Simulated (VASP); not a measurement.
# Ga (Fm-3m) in VASP: single point with PBE

Aim: the single point of Ga with PBE.

Program: VASP 6.6.1. These are calculated values, not measurements. Logs are shortened: lines on timing, memory, paths and dates and some standing lists are left out, and cuts for length are marked.

## (1) The cell of the first run

The structure is cubic, space group Fm-3m (No. 225). Conventional cell: a = 4.238 Å, b = 4.238 Å, c = 4.238 Å, α = 90.00°, β = 90.00°, γ = 90.00°. Ga (site symmetry m-3m) has 12 Ga at 3.00 Å within 3.9 Å.

## (2) Single point, PBE

Input file INCAR:

```
PREC = Accurate
ENCUT = 520
EDIFF = 1E-7
ISMEAR = -1
SIGMA = 0.13605693000000002
LREAL = False
LASPH = True
NELM = 100
ALGO = Normal
ISIF = 2
LWAVE = False
LCHARG = False
GGA = PE
NBANDS = 12
```

Input file KPOINTS:

```
Automatic mesh
0
Gamma
  13 13 13
```

Input file POSCAR:

```
Ga
1.0
    0.0000000000      2.1188402937      2.1188402937
    2.1188402937      0.0000000000      2.1188402937
    2.1188402937      2.1188402937      0.0000000000
Ga
1
Direct
    0.0000000000      0.0000000000      0.0000000000
```

Potentials or basis: VASP PAW PBE potentials, release 64 (Ga_d).

Command:

```
$ cat potpaw_PBE.64/Ga_d/POTCAR > POTCAR
$ mpirun -np 1 vasp_std > vasp.out
```

OUTCAR:

```text
PREC = Accurate
   ENCUT = 520
   EDIFF = 1E-7
   ISMEAR = -1
   LREAL = False
   LASPH = True
   NELM = 100
   ISIF = 2
   GGA = PE

 ion  position               nearest neighbor table
   1  0.000  0.000  0.000-

  LATTYP: Found a face centered cubic cell.
 ALAT       =     4.2376805874

  Lattice vectors:

 A1 = (   0.0000000000,   2.1188402937,   2.1188402937)
 A2 = (   2.1188402937,   0.0000000000,   2.1188402937)
 A3 = (   2.1188402937,   2.1188402937,   0.0000000000)

Analysis of symmetry for initial positions (statically):
=====================================================================
 Subroutine PRICEL returns:
 Original cell was already a primitive cell.

 Routine SETGRP: Setting up the symmetry group for a
 face centered cubic supercell.

 Subroutine GETGRP returns: Found 48 space group operations
 (whereof 48 operations were pure point group operations)
 out of a pool of 48 trial point group operations.

The static configuration has the point symmetry O_h .

Analysis of symmetry for dynamics (positions and initial velocities):
=====================================================================
 Subroutine PRICEL returns:
 Original cell was already a primitive cell.

 Routine SETGRP: Setting up the symmetry group for a
 face centered cubic supercell.

 Subroutine GETGRP returns: Found 48 space group operations
 (whereof 48 operations were pure point group operations)
 out of a pool of 48 trial point group operations.

The dynamic configuration has the point symmetry O_h .

 Subroutine INISYM returns: Found 48 space group operations
 (whereof 48 operations are pure point group operations),
 and found     1 'primitive' translations

----------------------------------------------------------------------------------------

                                     Primitive cell

  volume of cell :      19.0250

  direct lattice vectors                    reciprocal lattice vectors
     0.000000000  2.118840294  2.118840294    -0.235978144  0.235978144  0.235978144
     2.118840294  0.000000000  2.118840294     0.235978144 -0.235978144  0.235978144
     2.118840294  2.118840294  0.000000000     0.235978144  0.235978144 -0.235978144

  length of vectors
     2.996492680  2.996492680  2.996492680     0.408726135  0.408726135  0.408726135

  position of ions in fractional coordinates (direct lattice)
     0.000000000  0.000000000  0.000000000

  ion indices of the primitive-cell ions
   primitive index   ion index
                 1           1

----------------------------------------------------------------------------------------

 KPOINTS: Automatic mesh

Automatic generation of k-mesh.
 Grid dimensions read from file:
 generate k-points for:   13   13   13

 Generating k-lattice:

  Cartesian coordinates                     Fractional coordinates (reciprocal lattice)
    -0.018152165  0.018152165  0.018152165     0.076923077  0.000000000  0.000000000
     0.018152165 -0.018152165  0.018152165     0.000000000  0.076923077  0.000000000
     0.018152165  0.018152165 -0.018152165     0.000000000  0.000000000  0.076923077

  Length of vectors
     0.031440472  0.031440472  0.031440472

  Shift w.r.t. Gamma in fractional coordinates (k-lattice)
     0.000000000  0.000000000  0.000000000

 Subroutine IBZKPT returns following result:
 ===========================================

 Found     84 irreducible k-points:

 Following reciprocal coordinates:
            Coordinates               Weight
  0.000000  0.000000  0.000000      1.000000
  0.076923  0.000000  0.000000      8.000000
  0.153846  0.000000  0.000000      8.000000
  0.230769  0.000000  0.000000      8.000000
  0.307692  0.000000  0.000000      8.000000
  0.384615  0.000000  0.000000      8.000000
[... 16 lines left out ...]
  0.384615  0.153846  0.000000     24.000000
  0.461538  0.153846  0.000000     24.000000
 [... further k-points ...]
   k-points           NKPTS =     84   k-points in BZ     NKDIM =     84   number of bands    NBANDS=     12
   number of dos      NEDOS =    301   number of ions     NIONS =      1
   total plane-waves  NPLWV =  13824
   dimension x,y,z NGX =    24 NGY =   24 NGZ =   24
   dimension x,y,z NGXF=    48 NGYF=   48 NGZF=   48
   ions per type =               1
   NGX,Y,Z   is equivalent  to a cutoff of  13.32, 13.32, 13.32 a.u.
   NGXF,Y,Z  is equivalent  to a cutoff of  26.63, 26.63, 26.63 a.u.
 SYSTEM =  unknown system
   PREC   = accura    normal or accurate (medium, high low for compatibility)
   ISTART =      0    job   : 0-new  1-cont  2-samecut
   ICHARG =      2    charge: 1-file 2-atom 10-const
   ISPIN  =      1    spin polarized calculation?
   LNONCOLLINEAR =      F non collinear calculations
   LSORBIT =      F    spin-orbit coupling
   LASPH  =      T    aspherical Exc in radial PAW
   ENCUT  =  520.0 eV  38.22 Ry    6.18 a.u.   5.57  5.57  5.57*2*pi/ulx,y,z
   NELM   =    100;   NELMIN=  2; NELMDL= -5     # of ELM steps
   EDIFF  = 0.1E-06   stopping-criterion for ELM
   LREAL  =      F    real-space projection
   EDIFFG = 0.1E-05   stopping-criterion for IOM
   NSW    =      0    number of steps for IOM
   IBRION =     -1    ionic relax: 0-MD 1-quasi-New 2-CG
   NFREE  =      0    steps in history (QN), initial steepest desc. (CG)
   ISIF   =      2    stress and relaxation
   ISYM   =      2    0-nonsym 1-usesym 2-fastsym
   POTIM  = 0.5000    time-step for ionic-motion
   TEBEG  =    0.0;   TEEND  =   0.0 temperature during run
   PSTRESS=    0.0 pullay stress
   NELECT =      13.0000    total number of electrons
   NUPDOWN=      -1.0000    fix difference up-down
   EMIN   =  10.00;   EMAX   =-10.00  energy-range for DOS
   EFERMI =   0.00;   METHOD = LEGACY
   ISMEAR =    -1;   SIGMA  =   0.14  broadening in eV -4-tet -1-fermi 0-gaus
   EFERMI_NEDOS =   21; number of points for ismear=-14 and -15
   IALGO  =     38    algorithm
   IMIX   =      4    mixing-type and parameters
     AMIX     =   0.40;   BMIX     =  1.00
     AMIX_MAG =   1.60;   BMIX_MAG =  1.00
  volume/ion in A,a.u.               =      19.03       128.39
  Fermi-wavevector in a.u.,A,eV,Ry     =   1.441942  2.724875 28.289180  2.079196
  Thomas-Fermi vector in A             =   2.560518
   LORBIT       =      0    0 simple, 1 ext, 2 COOP (PROOUT), +10 PAW based schemes
   GGA     = PE    functional components
   LHFCALC =     F    Hartree Fock is set to
   AEXX    =    0.0000 exact exchange contribution
   IVDW    =     0    specifies the selected vdW correction
   LEPSILON=     F    determine dielectric tensor
   LRPA    =     F    only Hartree local field effects (RPA)
 non-spin polarized calculation
  energy-cutoff  :      520.00
  volume of cell :       19.03
 maximum number of plane-waves:       532
   NGX = 11   NGY = 11   NGZ = 11

 number of electron      13.0000010 magnetization

 Free energy of the ion-electron system (eV)
  ---------------------------------------------------
  ext. energy  EPLUGINS =         0.00000000
  ---------------------------------------------------
  free energy    TOTEN  =        -2.89822156 eV

  energy without entropy =       -2.87398269  energy(sigma->0) =       -2.88610213

 E-fermi :   5.5263     XC(G=0): -10.9784

 val. band max:        5.3693031126   @ k =   0.3846   0.0769   0.0000
 cond. band min:       5.5350187865   @ k =  -0.3846   0.3846   0.0000
 fundamental gap:      0.1657156739
 Fermi energy:         5.5262615011

 k-point     1 :       0.0000    0.0000    0.0000
  band No.  band energies     occupation
      1      -9.4123      2.00000
      2      -9.4123      2.00000
      3      -9.4123      2.00000
      4      -9.2945      2.00000
      5      -9.2945      2.00000
      6      -5.4999      2.00000
      7      17.6073      0.00000
      8      17.6073      0.00000
      9      17.6073      0.00000
     10      21.2691      0.00000
     11      21.4845      0.00000
     12      21.4845      0.00000

 k-point     2 :       0.0769    0.0000    0.0000
  band No.  band energies     occupation
      1      -9.4142      2.00000
      2      -9.4054      2.00000
      3      -9.4054      2.00000
      4      -9.2955      2.00000
      5      -9.2955      2.00000
      6      -5.3488      2.00000
      7      15.8439      0.00000
      8      17.3007      0.00000
      9      17.3007      0.00000
     10      20.2141      0.00000
     11      21.9985      0.00000
     12      21.9985      0.00000

 k-point     3 :       0.1538    0.0000    0.0000
  band No.  band energies     occupation
      1      -9.4216      2.00000
      2      -9.3907      2.00000
      3      -9.3907      2.00000
      4      -9.2938      2.00000
      5      -9.2938      2.00000
      6      -4.8928      2.00000
      7      12.8130      0.00000
      8      16.6945      0.00000
      9      16.6945      0.00000
     10      19.8243      0.00000
     11      22.9576      0.00000
     12      22.9577      0.00000

 k-point     4 :       0.2308    0.0000    0.0000
  band No.  band energies     occupation
      1      -9.4357      2.00000
      2      -9.3836      2.00000
      3      -9.3836      2.00000
      4      -9.2774      2.00000
      5      -9.2774      2.00000
      6      -4.1267      2.00000
      7       9.7902      0.00000
      8      16.1198      0.00000
      9      16.1198      0.00000
     10      19.5938      0.00000
     11      22.4195      0.00000
     12      22.4195      0.00000

 k-point     5 :       0.3077    0.0000    0.0000
  band No.  band energies     occupation
      1      -9.4545      2.00000
      2      -9.3898      2.00000
      3      -9.3898      2.00000
      4      -9.2459      2.00000
      5      -9.2459      2.00000
      6      -3.0494      2.00000
      7       6.9739      0.00005
      8      15.6860      0.00000
      9      15.6860      0.00000
     10      19.5223      0.00000
     11      21.2875      0.00000
     12      21.2875      0.00000

 k-point     6 :       0.3846    0.0000    0.0000
  band No.  band energies     occupation
      1      -9.4724      2.00000
      2      -9.4000      2.00000
      3      -9.4000      2.00000
      4      -9.2146      2.00000
      5      -9.2146      2.00000
      6      -1.6690      2.00000
      7       4.4211      1.99941
      8      15.4115      0.00000
      9      15.4116      0.00000
     10      19.6361      0.00000
     11      20.4399      0.00000
     12      20.4399      0.00000

 k-point     7 :       0.4615    0.0000    0.0000
  band No.  band energies     occupation
      1      -9.4832      2.00000
      2      -9.4067      2.00000
      3      -9.4067      2.00000
      4      -9.1958      2.00000
      5      -9.1958      2.00000
      6      -0.0437      2.00000
      7       2.2068      2.00000
      8      15.2829      0.00000
      9      15.2829      0.00000
     10      19.9344      0.00000
     11      19.9955      0.00000
     12      19.9955      0.00000

 k-point     8 :       0.0769    0.0769    0.0000
  band No.  band energies     occupation
      1      -9.4214      2.00000
      2      -9.3993      2.00000
      3      -9.3993      2.00000
      4      -9.3037      2.00000
      5      -9.2891      2.00000
      6      -5.2985      2.00000
      7      16.4510      0.00000
      8      16.4511      0.00000
      9      16.9335      0.00000
     10      19.1868      0.00000
     11      22.9701      0.00000
     12      22.9701      0.00000
[... 166 lines left out ...]
 k-point    20 :       0.1538    0.1538    0.0000
  band No.  band energies     occupation
      1      -9.4466      2.00000
      2      -9.3627      2.00000
      3      -9.3627      2.00000
      4      -9.3327      2.00000
      5      -9.2742      2.00000
      6      -4.6909      2.00000
      7      14.6410      0.00000
      8      14.6410      0.00000
      9      15.4042      0.00000
     10      17.3895      0.00000
     11      20.0938      0.00000
     12      25.7313      0.00000

 k-point    21 :       0.2308    0.1538    0.0000
  band No.  band energies     occupation
      1      -9.4586      2.00000
      2      -9.3589      2.00000
      3      -9.3432      2.00000
      4      -9.3332      2.00000
      5      -9.2602      2.00000
      6      -4.1302      2.00000
      7      12.1609      0.00000
      8      13.8854      0.00000
      9      15.0009      0.00000
     10      17.4955      0.00000
     11      18.8830      0.00000
     12      25.9054      0.00000

 k-point    22 :       0.3077    0.1538    0.0000
  band No.  band energies     occupation
      1      -9.4645      2.00000
      2      -9.3774      2.00000
      3      -9.3393      2.00000
      4      -9.3108      2.00000
      5      -9.2338      2.00000
      6      -3.2596      2.00000
      7       9.2844      0.00000
      8      13.3967      0.00000
      9      14.1224      0.00000
     10      17.0053      0.00000
     11      20.0567      0.00000
     12      25.5804      0.00000

 k-point    23 :       0.3846    0.1538    0.0000
  band No.  band energies     occupation
      1      -9.4675      2.00000
      2      -9.3922      2.00000
      3      -9.3469      2.00000
      4      -9.2876      2.00000
      5      -9.2061      2.00000
      6      -2.0821      2.00000
      7       6.5902      0.00080
      8      13.1158      0.00000
      9      13.1963      0.00000
     10      16.5579      0.00000
     11      21.9972      0.00000
     12      24.3039      0.00000

 k-point    24 :       0.4615    0.1538    0.0000
  band No.  band energies     occupation
      1      -9.4676      2.00000
      2      -9.4027      2.00000
      3      -9.3571      2.00000
      4      -9.2643      2.00000
      5      -9.1910      2.00000
      6      -0.6149      2.00000
      7       4.1635      1.99991
      8      12.1900      0.00000
      9      13.2930      0.00000
     10      16.5061      0.00000
     11      23.2632      0.00000
     12      23.3079      0.00000

 [... further k-points ...]
[... 5 lines left out ...]
  --------------------------------------------------------------------------------------
  -------------------------------------------------------------------------------------
  Total       -0.0012958     -0.0012958     -0.0012958     -0.0000000     -0.0000000      0.0000000
  in kB       -0.1091264     -0.1091264     -0.1091264     -0.0000000     -0.0000000      0.0000000
  external PRESSURE =      -0.1091264 kB  Pullay stress =       0.0000000 kB

 VOLUME and BASIS-vectors are now :
 -----------------------------------------------------------------------------
  energy-cutoff  :      520.00
  volume of cell :       19.03
      direct lattice vectors                 reciprocal lattice vectors
     0.000000000  2.118840294  2.118840294    -0.235978144  0.235978144  0.235978144
     2.118840294  0.000000000  2.118840294     0.235978144 -0.235978144  0.235978144
     2.118840294  2.118840294  0.000000000     0.235978144  0.235978144 -0.235978144

 POSITION                                       TOTAL-FORCE (eV/Angst)
 -----------------------------------------------------------------------------------
      0.00000      0.00000      0.00000         0.000000     -0.000000     -0.000000
 -----------------------------------------------------------------------------------
    total drift:                               -0.000000     -0.000000     -0.000000

  FREE ENERGIE OF THE ION-ELECTRON SYSTEM (eV)
  ---------------------------------------------------
  free  energy   TOTEN  =        -2.8982215650 eV

  energy  without entropy=       -2.8739826942  energy(sigma->0) =       -2.88610213
```

Wall time 12 s (1 thread of AMD EPYC 9R45 (Zen 5), shared host); peak memory 0.12 GiB.

What came out:

```
Free energy : -2.8982 eV
Pressure    : 0.0 GPa
```
